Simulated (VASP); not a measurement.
# MoS2 (R3m) in VASP: further runs

MoS2 is run at these levels: PBE+D3(BJ); tasks: single point.

Program: VASP 6.6.1. These are calculated values, not measurements. Logs are shortened: lines on timing, memory, paths and dates and some standing lists are left out, and cuts for length are marked.

**1. The cell of the first run**

Symmetry: R3m, No. 160, trigonal system. Conventional cell: a = 3.058 Å, b = 3.058 Å, c = 17.450 Å, α = 90.00°, β = 90.00°, γ = 120.00°. Mo (site symmetry 3m) has 6 S at 2.33 Å and 6 Mo at 3.06 Å within 3.1 Å. S (site symmetry 3m) has 3 Mo at 2.33 Å and 7 S at 3.03 to 3.06 Å within 3.1 Å. Within 3.1 Å of S (site symmetry 3m) lie 3 Mo at 2.33 Å and 7 S at 3.03 to 3.06 Å.

**2. Single point, PBE+D3(BJ) (strain -0.030 along x and y, -0.030 along z)**

File INCAR:

```
SYSTEM = MoS2
ALGO = Normal ; EDIFF = 1E-6
ENCUT = 520 ; GGA = PE
ISIF = 2 ; ISMEAR = 0
IVDW = 12 ; LASPH = .TRUE.
LCHARG = .FALSE. ; LREAL = .FALSE.
LWAVE = .FALSE. ; NBANDS = 20
NELM = 100 ; PREC = Accurate
SIGMA = 0.05
```

File KPOINTS:

```
k-points
0
G
  12 12 12
  0 0 0
```

File POSCAR:

```
MoS2
1.0
    1.5291801475      0.8828725698      5.8166389361
   -1.5291801475      0.8828725698      5.8166389361
    0.0000000000     -1.7657451397      5.8166389361
Mo S
1 2
Direct
    0.0000172715      0.0000172715      0.0000172715
    0.7535591261      0.7535591261      0.7535591261
    0.5797236024      0.5797236024      0.5797236024
```

Potentials or basis: VASP PAW PBE potentials, release 64 (Mo_sv, S).

Launch:

```console
cat potpaw_PBE.64/Mo_sv/POTCAR potpaw_PBE.64/S/POTCAR > POTCAR
mpirun -np 1 vasp_std > vasp.out
```

OUTCAR:

```text
SYSTEM = MoS2
   EDIFF = 1E-6
   ENCUT = 520
   GGA = PE
   ISIF = 2
   ISMEAR = 0
   IVDW = 12
   LASPH = .TRUE.
   LREAL = .FALSE.
   NELM = 100
   PREC = Accurate
 IVDW          = 12

 ion  position               nearest neighbor table
   1  0.000  0.000  0.000-   2 2.33   2 2.33   2 2.33   3 2.33   3 2.33   3 2.33
   2  0.754  0.754  0.754-   1 2.33   1 2.33   1 2.33
   3  0.580  0.580  0.580-   1 2.33   1 2.33   1 2.33

  LATTYP: Found a trigonal (rhomboedric) cell.
 ALAT       =     6.0787452991
 COS(alpha) =     0.8734333152

  Lattice vectors:

 A1 = (   1.5291801475,   0.8828725698,   5.8166389361)
 A2 = (  -1.5291801475,   0.8828725698,   5.8166389361)
 A3 = (   0.0000000000,  -1.7657451397,   5.8166389361)

Analysis of symmetry for initial positions (statically):
=====================================================================
 Subroutine PRICEL returns:
 Original cell was already a primitive cell.

 Routine SETGRP: Setting up the symmetry group for a
 trigonal (rhombohedral) supercell.

 Subroutine GETGRP returns: Found  6 space group operations
 (whereof  6 operations were pure point group operations)
 out of a pool of 12 trial point group operations.

The static configuration has the point symmetry C_3v.

Analysis of symmetry for dynamics (positions and initial velocities):
=====================================================================
 Subroutine PRICEL returns:
 Original cell was already a primitive cell.

 Routine SETGRP: Setting up the symmetry group for a
 trigonal (rhombohedral) supercell.

 Subroutine GETGRP returns: Found  6 space group operations
 (whereof  6 operations were pure point group operations)
 out of a pool of 12 trial point group operations.

The dynamic configuration has the point symmetry C_3v.

 Subroutine INISYM returns: Found  6 space group operations
 (whereof  6 operations are pure point group operations),
 and found     1 'primitive' translations

----------------------------------------------------------------------------------------

                                     Primitive cell

  volume of cell :      47.1173

  direct lattice vectors                    reciprocal lattice vectors
     1.529180147  0.882872570  5.816638936     0.326972594  0.188777715  0.057306863
    -1.529180147  0.882872570  5.816638936    -0.326972594  0.188777715  0.057306863
     0.000000000 -1.765745140  5.816638936     0.000000000 -0.377555431  0.057306863

  length of vectors
     6.078745299  6.078745299  6.078745299     0.381879798  0.381879798  0.381879798

  position of ions in fractional coordinates (direct lattice)
     0.000017271  0.000017271  0.000017271
     0.753559126  0.753559126  0.753559126
     0.579723602  0.579723602  0.579723602

  ion indices of the primitive-cell ions
   primitive index   ion index
                 1           1
                 2           2
                 3           3

----------------------------------------------------------------------------------------

 KPOINTS: k-points

Automatic generation of k-mesh.
 Grid dimensions read from file:
 generate k-points for:   12   12   12

 Generating k-lattice:

  Cartesian coordinates                     Fractional coordinates (reciprocal lattice)
     0.027247716  0.015731476  0.004775572     0.083333333 -0.000000000  0.000000000
    -0.027247716  0.015731476  0.004775572    -0.000000000  0.083333333  0.000000000
     0.000000000 -0.031462953  0.004775572     0.000000000  0.000000000  0.083333333

  Length of vectors
     0.031823316  0.031823316  0.031823316

  Shift w.r.t. Gamma in fractional coordinates (k-lattice)
     0.000000000  0.000000000  0.000000000

 Subroutine IBZKPT returns following result:
 ===========================================

 Found    189 irreducible k-points:

 Following reciprocal coordinates:
            Coordinates               Weight
  0.000000  0.000000  0.000000      1.000000
  0.083333 -0.000000 -0.000000      6.000000
  0.166667  0.000000 -0.000000      6.000000
  0.250000  0.000000 -0.000000      6.000000
  0.333333 -0.000000 -0.000000      6.000000
  0.416667  0.000000  0.000000      6.000000
[... 16 lines left out ...]
  0.500000  0.166667 -0.000000     12.000000
 -0.416667  0.166667  0.000000     12.000000
 [... further k-points ...]
   k-points           NKPTS =    189   k-points in BZ     NKDIM =    189   number of bands    NBANDS=     20
   number of dos      NEDOS =    301   number of ions     NIONS =      3
   total plane-waves  NPLWV = 110592
   dimension x,y,z NGX =    48 NGY =   48 NGZ =   48
   dimension x,y,z NGXF=    96 NGYF=   96 NGZF=   96
   ions per type =               1   2
   NGX,Y,Z   is equivalent  to a cutoff of  13.13, 13.13, 13.13 a.u.
   NGXF,Y,Z  is equivalent  to a cutoff of  26.25, 26.25, 26.25 a.u.
 SYSTEM =  MoS2
   PREC   = accura    normal or accurate (medium, high low for compatibility)
   ISTART =      0    job   : 0-new  1-cont  2-samecut
   ICHARG =      2    charge: 1-file 2-atom 10-const
   ISPIN  =      1    spin polarized calculation?
   LNONCOLLINEAR =      F non collinear calculations
   LSORBIT =      F    spin-orbit coupling
   LASPH  =      T    aspherical Exc in radial PAW
   ENCUT  =  520.0 eV  38.22 Ry    6.18 a.u.  11.30 11.30 11.30*2*pi/ulx,y,z
   NELM   =    100;   NELMIN=  2; NELMDL= -5     # of ELM steps
   EDIFF  = 0.1E-05   stopping-criterion for ELM
   LREAL  =      F    real-space projection
   EDIFFG = 0.1E-04   stopping-criterion for IOM
   NSW    =      0    number of steps for IOM
   IBRION =     -1    ionic relax: 0-MD 1-quasi-New 2-CG
   NFREE  =      0    steps in history (QN), initial steepest desc. (CG)
   ISIF   =      2    stress and relaxation
   ISYM   =      2    0-nonsym 1-usesym 2-fastsym
   POTIM  = 0.5000    time-step for ionic-motion
   TEBEG  =    0.0;   TEEND  =   0.0 temperature during run
   PSTRESS=    0.0 pullay stress
   NELECT =      26.0000    total number of electrons
   NUPDOWN=      -1.0000    fix difference up-down
   EMIN   =  10.00;   EMAX   =-10.00  energy-range for DOS
   EFERMI =   0.00;   METHOD = LEGACY
   ISMEAR =     0;   SIGMA  =   0.05  broadening in eV -4-tet -1-fermi 0-gaus
   EFERMI_NEDOS =   21; number of points for ismear=-14 and -15
   IALGO  =     38    algorithm
   IMIX   =      4    mixing-type and parameters
     AMIX     =   0.40;   BMIX     =  1.00
     AMIX_MAG =   1.60;   BMIX_MAG =  1.00
  volume/ion in A,a.u.               =      15.71       105.99
  Fermi-wavevector in a.u.,A,eV,Ry     =   1.342783  2.537493 24.532216  1.803067
  Thomas-Fermi vector in A             =   2.470910
   LORBIT       =      0    0 simple, 1 ext, 2 COOP (PROOUT), +10 PAW based schemes
   GGA     = PE    functional components
   LHFCALC =     F    Hartree Fock is set to
   AEXX    =    0.0000 exact exchange contribution
   IVDW    =    12    specifies the selected vdW correction
   LEPSILON=     F    determine dielectric tensor
   LRPA    =     F    only Hartree local field effects (RPA)
 non-spin polarized calculation
 Gauss-broadening in eV      SIGMA  =   0.05
  energy-cutoff  :      520.00
  volume of cell :       47.12
 maximum number of plane-waves:      1284
 NGX is ok and might be reduce to    48
   NGX = 23   NGY = 23   NGZ = 23

 number of electron      25.9999999 magnetization

 Free energy of the ion-electron system (eV)
  ---------------------------------------------------
  ext. energy  EPLUGINS =         0.00000000
  ---------------------------------------------------
  free energy    TOTEN  =       -21.41066091 eV

  energy without entropy =      -21.41066091  energy(sigma->0) =      -21.41066091

 E-fermi :   9.8000     XC(G=0): -11.5189

 val. band max:        9.4997655387   @ k =   0.5000   0.5000   0.5000
 cond. band min:      10.2023694833   @ k =  -0.1667   0.1667   0.0000
 fundamental gap:      0.7026039446
 Fermi energy:         9.7999849240

 k-point     1 :       0.0000    0.0000    0.0000
  band No.  band energies     occupation
      1     -52.1787      2.00000
      2     -26.4487      2.00000
      3     -26.0820      2.00000
      4     -26.0820      2.00000
      5      -6.4722      2.00000
      6      -4.3249      2.00000
[... 12 lines left out ...]
     19      17.6520      0.00000
     20      18.8910      0.00000

 k-point     2 :       0.0833   -0.0000   -0.0000
  band No.  band energies     occupation
      1     -52.1744      2.00000
      2     -26.4404      2.00000
      3     -26.1224      2.00000
      4     -26.0910      2.00000
      5      -6.3455      2.00000
      6      -4.2957      2.00000
[... 12 lines left out ...]
     19      18.1022      0.00000
     20      18.7626      0.00000

 k-point     3 :       0.1667    0.0000   -0.0000
  band No.  band energies     occupation
      1     -52.1624      2.00000
      2     -26.4179      2.00000
      3     -26.2314      2.00000
      4     -26.1153      2.00000
      5      -5.9835      2.00000
      6      -4.2114      2.00000
[... 12 lines left out ...]
     19      18.1534      0.00000
     20      18.8673      0.00000

 k-point     4 :       0.2500    0.0000   -0.0000
  band No.  band energies     occupation
      1     -52.1461      2.00000
      2     -26.3869      2.00000
      3     -26.3776      2.00000
      4     -26.1484      2.00000
      5      -5.4406      2.00000
      6      -4.0848      2.00000
[... 429 lines left out ...]
 k-point    23 :       0.5000    0.1667   -0.0000
  band No.  band energies     occupation
      1     -52.1132      2.00000
      2     -26.5893      2.00000
      3     -26.3246      2.00000
      4     -26.2900      2.00000
      5      -4.0593      2.00000
      6      -3.7739      2.00000
[... 12 lines left out ...]
     19      17.6146      0.00000
     20      18.3350      0.00000

 k-point    24 :      -0.4167    0.1667    0.0000
  band No.  band energies     occupation
      1     -52.1094      2.00000
      2     -26.6141      2.00000
      3     -26.3173      2.00000
      4     -26.3055      2.00000
      5      -3.8603      2.00000
      6      -3.7268      2.00000
[... 12 lines left out ...]
     19      17.7371      0.00000
     20      18.4011      0.00000

 [... further k-points ...]

------------------------ aborting loop because EDIFF is reached ----------------------------------------

 Edisp (eV)   -1.45140

 E8    (eV) :    -0.5853

  FORCE on cell =-STRESS in cart. coord.  units (eV):
  Direction    XX          YY          ZZ          XY          YZ          ZX
  --------------------------------------------------------------------------------------
  -------------------------------------------------------------------------------------
  Total       4.91597     4.91597     5.43475     0.00000    -0.00000     0.00000
  in kB     167.16292   167.16292   184.80357     0.00000    -0.00000     0.00000
  external pressure =      173.04 kB  Pullay stress =        0.00 kB

 VOLUME and BASIS-vectors are now :
 -----------------------------------------------------------------------------
  energy-cutoff  :      520.00
  volume of cell :       47.12
      direct lattice vectors                 reciprocal lattice vectors
     1.529180147  0.882872570  5.816638936     0.326972594  0.188777715  0.057306863
    -1.529180147  0.882872570  5.816638936    -0.326972594  0.188777715  0.057306863
     0.000000000 -1.765745140  5.816638936     0.000000000 -0.377555431  0.057306863

 POSITION                                       TOTAL-FORCE (eV/Angst)
 -----------------------------------------------------------------------------------
      0.00000     -0.00000      0.00030         0.000000     -0.000000      0.001197
      0.00000     -0.00000     13.14954         0.000000     -0.000000      1.639112
      0.00000     -0.00000     10.11613         0.000000      0.000000     -1.640309
 -----------------------------------------------------------------------------------
    total drift:                                0.000000     -0.000000      0.000006

  FREE ENERGIE OF THE ION-ELECTRON SYSTEM (eV)
  ---------------------------------------------------
  free  energy   TOTEN  =       -22.8620652418 eV

  energy  without entropy=      -22.8620652418  energy(sigma->0) =      -22.86206524
```

It took 3.4 min on 1 thread of Intel Xeon 6975P-C (Granite Rapids), shared host; peak memory 0.42 GiB.

What came out:

- Free energy: -22.8621 eV
- Pressure: 17.3 GPa
- Largest force: 1.640 eV/Å
- Band gap on the k mesh: 0.70 eV (least direct gap 2.00 eV)
- Dispersion energy per atom: -0.484 eV

Forces on the atoms (eV/Å):
```
Mo   0.000  0.000  0.001
S    0.000  0.000  1.639
S    0.000  0.000 -1.640
```

Caveat: the cell differs from its parent crystal (strain -0.030 along x and y, -0.030 along z); the cell stands under pressure; forces of over 1 eV/Å act on the atoms, so gaps and moduli don't describe the material at rest.

(Part 1 of 2 ends here.)
